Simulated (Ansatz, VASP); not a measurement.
MoS in VASP and in Ansatz

```
Mo S
1.0
     0.00000    2.48046    2.48046
     2.48046    0.00000    2.48046
     2.48046    2.48046    0.00000
Mo S
1 1
Cartesian
  2.4805 2.4805 2.4805
  0.0000 0.0000 0.0000
```

Change from the starting cell: species swapped into the AgCl type (Fm-3m, No. 225).

Alike in both runs: functional PBE; k mesh 6 × 6 × 6; occupations gaussian, width 0.1 eV; collinear spin.

Ansatz relaxed the structure, and its values are those at the end. VASP's run is a single point on that final structure, the one shown.

```csv
,VASP,Ansatz
version,VASP 6.6.1,Ansatz 0.2.0
potentials or method,"VASP PAW PBE potentials, release 64 (Mo_sv, S), cutoff 520 eV","scalar-relativistic, plane waves, PAW"
valence electrons in the cell,20,20
```

VASP gave:

| Quantity | Value |
| --- | --- |
| gap on the k mesh at the Fermi level (eV) | none |
| pressure (GPa) | 0.1 |
| net moment per atom (μB) | 0.26 |
| size of the moment on the site where the two differ most (μB) | 0.48 |

Task: Which values does Ansatz return?

Result: gap on the k mesh at the Fermi level (eV): none; pressure (GPa): 0.0; net moment per atom (μB): 0.26; size of the moment on the site where the two differ most (μB): 0.39.

Site moments also hang on the region over which each program counts them. A gap of «none» marks a metal or a gap that the smearing closes.

The k mesh is coarse, so the values compare programs but aren't converged.
